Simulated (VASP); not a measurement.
# C (I4_1/amd) in VASP: a series of runs

Runs on C. Level: PBE. Tasks: single point.

All numbers are computed with VASP 6.6.1; they aren't measurements. Logs are shortened: lines on timing, memory, paths and dates and some standing lists are left out, and cuts for length are marked.

### Step 1. The cell of the first run

Symmetry: I4_1/amd, No. 141, tetragonal system. Conventional cell: a = 2.443 Å, b = 2.443 Å, c = 3.801 Å, α = 90.00°, β = 90.00°, γ = 90.00°. Within 2.1 Å of C (site symmetry -4m2) lie 4 C at 1.55 Å.

### Step 2. Single point, PBE

INCAR

```
SYSTEM = C
PREC = Accurate
ENCUT = 520
EDIFF = 1E-7
ISMEAR = 0
SIGMA = 0.05
LREAL = .False.
LASPH = .True.
NELM = 60
ALGO = Normal
ISIF = 2
LWAVE = .False.
LCHARG = .True.
GGA = PE
LELF = .True.
LVHAR = .True.
NBANDS = 11
```

KPOINTS

```
Automatic mesh
0
Gamma
  12 12 12
  0 0 0
```

POSCAR

```
C
1.0
    0.0000000000      1.7276318446      1.9003950290
    1.7276318446      0.0000000000      1.9003950290
    1.7276318446      1.7276318446      0.0000000000
C
2
Direct
    0.5000000000      0.5000000000      0.5000000000
    0.7500000000      0.7500000000      0.7500000000
```

Potentials or basis: VASP PAW PBE potentials, release 64 (C).

On the command line:

```sh
> cat potpaw_PBE.64/C/POTCAR > POTCAR
> mpirun -np 1 vasp_std > vasp.out
```

OUTCAR:

```text
SYSTEM = C
   PREC = Accurate
   ENCUT = 520
   EDIFF = 1E-7
   ISMEAR = 0
   LREAL = .False.
   LASPH = .True.
   NELM = 60
   ISIF = 2
   GGA = PE

 ion  position               nearest neighbor table
   1  0.500  0.500  0.500-   2 1.55   2 1.55   2 1.55   2 1.55
   2  0.750  0.750  0.750-   1 1.55   1 1.55   1 1.55   1 1.55

  LATTYP: Found a body centered tetragonal cell.
 ALAT       =     2.4432403854
 C/A-ratio  =     1.5556349186

  Lattice vectors:

 A1 = (  -1.7276318446,   0.0000000000,   1.9003950290)
 A2 = (   1.7276318446,   0.0000000000,   1.9003950290)
 A3 = (   0.0000000000,   1.7276318446,  -1.9003950290)

Analysis of symmetry for initial positions (statically):
=====================================================================
 Subroutine PRICEL returns:
 Original cell was already a primitive cell.

 Routine SETGRP: Setting up the symmetry group for a
 body centered tetragonal supercell.

 Subroutine GETGRP returns: Found 16 space group operations
 (whereof  8 operations were pure point group operations)
 out of a pool of 16 trial point group operations.

The static configuration has the point symmetry D_2d.
 The point group associated with its full space group is D_4h.

Analysis of symmetry for dynamics (positions and initial velocities):
=====================================================================
 Subroutine PRICEL returns:
 Original cell was already a primitive cell.

 Routine SETGRP: Setting up the symmetry group for a
 body centered tetragonal supercell.

 Subroutine GETGRP returns: Found 16 space group operations
 (whereof  8 operations were pure point group operations)
 out of a pool of 16 trial point group operations.

The dynamic configuration has the point symmetry D_2d.
 The point group associated with its full space group is D_4h.

 Subroutine INISYM returns: Found 16 space group operations
 (whereof  8 operations are pure point group operations),
 and found     1 'primitive' translations

----------------------------------------------------------------------------------------

                                     Primitive cell

  volume of cell :      11.3443

  direct lattice vectors                    reciprocal lattice vectors
     0.000000000  1.727631845  1.900395029    -0.289413512  0.289413512  0.263103193
     1.727631845  0.000000000  1.900395029     0.289413512 -0.289413512  0.263103193
     1.727631845  1.727631845  0.000000000     0.289413512  0.289413512 -0.263103193

  length of vectors
     2.568309377  2.568309377  2.443240385     0.486563102  0.486563102  0.486563102

  position of ions in fractional coordinates (direct lattice)
     0.500000000  0.500000000  0.500000000
     0.750000000  0.750000000  0.750000000

  ion indices of the primitive-cell ions
   primitive index   ion index
                 1           1
                 2           2

----------------------------------------------------------------------------------------

 KPOINTS: Automatic mesh

Automatic generation of k-mesh.
 Grid dimensions read from file:
 generate k-points for:   12   12   12

 Generating k-lattice:

  Cartesian coordinates                     Fractional coordinates (reciprocal lattice)
    -0.024117793  0.024117793  0.021925266     0.083333333 -0.000000000  0.000000000
     0.024117793 -0.024117793  0.021925266    -0.000000000  0.083333333  0.000000000
     0.024117793  0.024117793 -0.021925266     0.000000000  0.000000000  0.083333333

  Length of vectors
     0.040546925  0.040546925  0.040546925

  Shift w.r.t. Gamma in fractional coordinates (k-lattice)
     0.000000000  0.000000000  0.000000000

 Subroutine IBZKPT returns following result:
 ===========================================

 Found    163 irreducible k-points:

 Following reciprocal coordinates:
            Coordinates               Weight
  0.000000  0.000000  0.000000      1.000000
  0.083333  0.000000  0.000000      8.000000
  0.166667  0.000000  0.000000      8.000000
  0.250000  0.000000  0.000000      8.000000
  0.333333  0.000000  0.000000      8.000000
  0.416667 -0.000000  0.000000      8.000000
[... 16 lines left out ...]
  0.500000  0.166667  0.000000      8.000000
 -0.416667  0.166667  0.000000      8.000000
 [... further k-points ...]
   k-points           NKPTS =    163   k-points in BZ     NKDIM =    163   number of bands    NBANDS=     11
   number of dos      NEDOS =    301   number of ions     NIONS =      2
   total plane-waves  NPLWV =   7200
   dimension x,y,z NGX =    20 NGY =   20 NGZ =   18
   dimension x,y,z NGXF=    40 NGYF=   40 NGZF=   36
   ions per type =               2
   NGX,Y,Z   is equivalent  to a cutoff of  12.95, 12.95, 12.25 a.u.
   NGXF,Y,Z  is equivalent  to a cutoff of  25.89, 25.89, 24.50 a.u.
 SYSTEM =  C
   PREC   = accura    normal or accurate (medium, high low for compatibility)
   ISTART =      0    job   : 0-new  1-cont  2-samecut
   ICHARG =      2    charge: 1-file 2-atom 10-const
   ISPIN  =      1    spin polarized calculation?
   LNONCOLLINEAR =      F non collinear calculations
   LSORBIT =      F    spin-orbit coupling
   LASPH  =      T    aspherical Exc in radial PAW
   ENCUT  =  520.0 eV  38.22 Ry    6.18 a.u.   4.78  4.78  4.54*2*pi/ulx,y,z
   NELM   =     60;   NELMIN=  2; NELMDL= -5     # of ELM steps
   EDIFF  = 0.1E-06   stopping-criterion for ELM
   LREAL  =      F    real-space projection
   EDIFFG = 0.1E-05   stopping-criterion for IOM
   NSW    =      0    number of steps for IOM
   IBRION =     -1    ionic relax: 0-MD 1-quasi-New 2-CG
   NFREE  =      0    steps in history (QN), initial steepest desc. (CG)
   ISIF   =      2    stress and relaxation
   ISYM   =      2    0-nonsym 1-usesym 2-fastsym
   POTIM  = 0.5000    time-step for ionic-motion
   TEBEG  =    0.0;   TEEND  =   0.0 temperature during run
   PSTRESS=    0.0 pullay stress
   NELECT =       8.0000    total number of electrons
   NUPDOWN=      -1.0000    fix difference up-down
   EMIN   =  10.00;   EMAX   =-10.00  energy-range for DOS
   EFERMI =   0.00;   METHOD = LEGACY
   ISMEAR =     0;   SIGMA  =   0.05  broadening in eV -4-tet -1-fermi 0-gaus
   EFERMI_NEDOS =   21; number of points for ismear=-14 and -15
   IALGO  =     38    algorithm
   IMIX   =      4    mixing-type and parameters
     AMIX     =   0.40;   BMIX     =  1.00
     AMIX_MAG =   1.60;   BMIX_MAG =  1.00
  volume/ion in A,a.u.               =       5.67        38.28
  Fermi-wavevector in a.u.,A,eV,Ry     =   1.457178  2.753668 28.890189  2.123369
  Thomas-Fermi vector in A             =   2.574010
   LORBIT       =      0    0 simple, 1 ext, 2 COOP (PROOUT), +10 PAW based schemes
   GGA     = PE    functional components
   LHFCALC =     F    Hartree Fock is set to
   AEXX    =    0.0000 exact exchange contribution
   IVDW    =     0    specifies the selected vdW correction
   LEPSILON=     F    determine dielectric tensor
   LRPA    =     F    only Hartree local field effects (RPA)
 non-spin polarized calculation
 Gauss-broadening in eV      SIGMA  =   0.05
  energy-cutoff  :      520.00
  volume of cell :       11.34
 maximum number of plane-waves:       336
   NGX =  9   NGY =  9   NGZ =  9

 number of electron       8.0000000 magnetization

 Free energy of the ion-electron system (eV)
  ---------------------------------------------------
  ext. energy  EPLUGINS =         0.00000000
  ---------------------------------------------------
  free energy    TOTEN  =       -17.97326750 eV

  energy without entropy =      -17.97326750  energy(sigma->0) =      -17.97326750

 E-fermi :  10.6181     XC(G=0): -13.2631

 val. band max:       10.2755331596   @ k =   0.0000   0.0000   0.0000
 cond. band min:      13.2349400998   @ k =   0.3333   0.0000   0.3333
 fundamental gap:      2.9594069403
 Fermi energy:        10.6181453757

 k-point     1 :       0.0000    0.0000    0.0000
  band No.  band energies     occupation
      1     -11.7335      2.00000
      2       8.6832      2.00000
      3      10.2755      2.00000
      4      10.2755      2.00000
      5      15.0265      0.00000
      6      15.0265      0.00000
      7      16.2025      0.00000
      8      22.8497      0.00000
      9      29.1283      0.00000
     10      33.0895      0.00000
     11      34.2827      0.00000

 k-point     2 :       0.0833    0.0000    0.0000
  band No.  band energies     occupation
      1     -11.5402      2.00000
      2       8.0435      2.00000
      3       9.3633      2.00000
      4       9.9782      2.00000
      5      15.4327      0.00000
      6      15.4680      0.00000
      7      16.8536      0.00000
      8      23.0233      0.00000
      9      29.4434      0.00000
     10      31.5754      0.00000
     11      36.0659      0.00000

 k-point     3 :       0.1667    0.0000    0.0000
  band No.  band energies     occupation
      1     -10.9625      2.00000
      2       5.9296      2.00000
      3       8.2023      2.00000
      4       9.3544      2.00000
      5      16.0300      0.00000
      6      16.4558      0.00000
      7      18.0614      0.00000
      8      23.5332      0.00000
      9      29.8611      0.00000
     10      30.9381      0.00000
     11      34.0280      0.00000
[... 267 lines left out ...]
 k-point    23 :       0.5000    0.1667    0.0000
  band No.  band energies     occupation
      1      -6.2455      2.00000
      2      -1.9957      2.00000
      3       3.7149      2.00000
      4       6.7304      2.00000
      5      17.7561      0.00000
      6      20.3219      0.00000
      7      20.6592      0.00000
      8      25.0136      0.00000
      9      29.7776      0.00000
     10      32.6378      0.00000
     11      36.4510      0.00000

 k-point    24 :      -0.4167    0.1667    0.0000
  band No.  band energies     occupation
      1      -5.4230      2.00000
      2      -2.9626      2.00000
      3       3.3048      2.00000
      4       7.1444      2.00000
      5      18.2100      0.00000
      6      20.1116      0.00000
      7      20.2330      0.00000
      8      25.2450      0.00000
      9      29.9234      0.00000
     10      33.8465      0.00000
     11      34.1844      0.00000

 [... further k-points ...]

------------------------ aborting loop because EDIFF is reached ----------------------------------------

  FORCE on cell =-STRESS in cart. coord.  units (eV):
  Direction    XX          YY          ZZ          XY          YZ          ZX
  --------------------------------------------------------------------------------------
  -------------------------------------------------------------------------------------
  Total        2.4808418      2.4808418     -4.3867173      0.0000000      0.0000000      0.0000000
  in kB      350.3752147    350.3752147   -619.5465546      0.0000000      0.0000000      0.0000000
  external PRESSURE =      27.0679583 kB  Pullay stress =       0.0000000 kB

 VOLUME and BASIS-vectors are now :
 -----------------------------------------------------------------------------
  energy-cutoff  :      520.00
  volume of cell :       11.34
      direct lattice vectors                 reciprocal lattice vectors
     0.000000000  1.727631845  1.900395029    -0.289413512  0.289413512  0.263103193
     1.727631845  0.000000000  1.900395029     0.289413512 -0.289413512  0.263103193
     1.727631845  1.727631845  0.000000000     0.289413512  0.289413512 -0.263103193

 POSITION                                       TOTAL-FORCE (eV/Angst)
 -----------------------------------------------------------------------------------
      1.72763      1.72763      1.90040        -0.000000     -0.000000      0.000000
      2.59145      2.59145      2.85059         0.000000      0.000000     -0.000000
 -----------------------------------------------------------------------------------
    total drift:                                0.000000     -0.000000      0.000000

  FREE ENERGIE OF THE ION-ELECTRON SYSTEM (eV)
  ---------------------------------------------------
  free  energy   TOTEN  =       -17.9732674957 eV

  energy  without entropy=      -17.9732674957  energy(sigma->0) =      -17.97326750
```

It took 13 s on 1 thread of Intel Xeon Platinum 8488C (Sapphire Rapids), shared host; peak memory 0.13 GiB.

Results:

- Free energy: -17.9733 eV
- Pressure: 2.7 GPa
- Band gap on the k mesh: 2.96 eV, indirect (least direct gap 4.75 eV)

Stress tensor (GPa, compression positive):
```
 35.04   0.00   0.00
  0.00  35.04   0.00
  0.00   0.00 -61.95
```

### Step 3. Single point, PBE

This run uses another cell than the first one, of the same volume but with other edges.

INCAR

```
PREC = Accurate ; ENCUT = 520
EDIFF = 1E-7 ; ISMEAR = 0
SIGMA = 0.05 ; LREAL = F
LASPH = T ; NELM = 80
ALGO = Normal ; ISIF = 2
LWAVE = F ; LCHARG = T
GGA = PE ; LELF = T
LVHAR = T ; NBANDS = 11
```

KPOINTS

```
Automatic mesh
0
Gamma
  12 12 12
```

POSCAR

```
C
1.0
    0.0000000000      1.8078331732      1.7355198462
    1.8078331732      0.0000000000      1.7355198462
    1.8078331732      1.8078331732      0.0000000000
C
2
Direct
    0.5000000000      0.5000000000      0.5000000000
    0.7500000000      0.7500000000      0.7500000000
```

Potentials or basis: VASP PAW PBE potentials, release 64 (C).

On the command line:

```sh
> cat potpaw_PBE.64/C/POTCAR > POTCAR
> mpirun -np 1 vasp_std > vasp.out
```

Wall time 16 s (1 thread of Intel Xeon Platinum 8488C (Sapphire Rapids), shared host); peak memory 0.12 GiB.

It converged, with:

```
Free energy            : -18.1497 eV
Pressure               : 2.5 GPa
Band gap on the k mesh : 3.14 eV, indirect (least direct gap 4.88 eV)
```

Stress tensor (GPa, compression positive):
```
-9.65  0.00  0.00
 0.00 -9.65  0.00
 0.00  0.00 26.70
```

Levels at points of the mesh, in eV from the valence-band top:
```tsv
k point	band 2	band 3	band 4	band 5	band 6	band 7
(0.00, 0.00, 0.00)	-0.59	-0.59	0.00	4.88	5.38	5.38
(0.50, 0.00, 0.00)	-13.76	-3.54	-2.84	7.60	7.89	9.09
(0.50, 0.50, 0.00)	-12.73	-7.08	-7.08	3.74	3.74	16.54
(0.50, 0.00, 0.50)	-13.36	-6.47	-6.47	4.70	4.70	16.26
```

 A k mesh can miss the band edges.

### Step 4. Single point, PBE

INCAR

```
  PREC = Accurate
  ENCUT = 520
  EDIFF = 1E-6
  ISMEAR = 0
  SIGMA = 0.05
  LREAL = False
  LASPH = True
  NELM = 60
  ALGO = Normal
  ISIF = 2
  LWAVE = False
  LCHARG = False
  GGA = PE
  NBANDS = 11
```

KPOINTS

```
regular mesh
0
Gamma
  12 12 12
```

POSCAR

```
C
1.0
    0.0000000000      1.7546304530      1.8423619757
    1.7546304530      0.0000000000      1.8423619757
    1.7546304530      1.7546304530      0.0000000000
C
2
Direct
    0.5000000000      0.5000000000      0.5000000000
    0.7500000000      0.7500000000      0.7500000000
```

On the command line:

```sh
> cat potpaw_PBE.64/C/POTCAR > POTCAR
> mpirun -np 1 vasp_std > vasp.out
```

Wall time 11 s (1 thread of Intel Xeon Platinum 8488C (Sapphire Rapids), shared host); peak memory 0.12 GiB.

Results (log left out):

```
Free energy            : -18.1313 eV
Pressure               : 2.5 GPa
Band gap on the k mesh : 3.54 eV, indirect (least direct gap 5.15 eV)
```

Stress tensor (GPa, compression positive):
```
 18.37   0.00   0.00
  0.00  18.37   0.00
  0.00   0.00 -29.25
```

Levels at points of the mesh, in eV from the valence-band top:
```tsv
k point	band 2	band 3	band 4	band 5	band 6	band 7
(0.00, 0.00, 0.00)	-0.78	0.00	0.00	5.15	5.15	5.76
(0.50, 0.00, 0.00)	-13.62	-3.51	-2.60	7.33	8.40	9.24
(0.50, 0.50, 0.00)	-13.51	-6.06	-6.06	5.27	5.27	16.35
(0.50, 0.00, 0.50)	-12.76	-6.78	-6.78	4.14	4.14	16.51
```

### Step 5. Overview

| cell | gap on the mesh (eV) | pressure (GPa) |
| --- | --- | --- |
| a = 2.568, b = 2.568, c = 2.443 Å, angles 61.6, 61.6, 56.8°, 2 atoms | 2.96 | 2.7 |
| a = 2.506, b = 2.506, c = 2.557 Å, angles 59.3, 59.3, 61.3°, 2 atoms | 3.14 | 2.5 |
| a = 2.544, b = 2.544, c = 2.481 Å, angles 60.8, 60.8, 58.4°, 2 atoms | 3.54 | 2.5 |

Alike in all rows: task single point; level PBE; potentials or basis VASP PAW PBE potentials, release 64 (C); no spin polarisation; k mesh 12 × 12 × 12; cutoff (eV) 520; smearing gaussian 0.05 eV.

Total energies depend on the potentials used, so only differences within one code and one set of settings carry meaning.
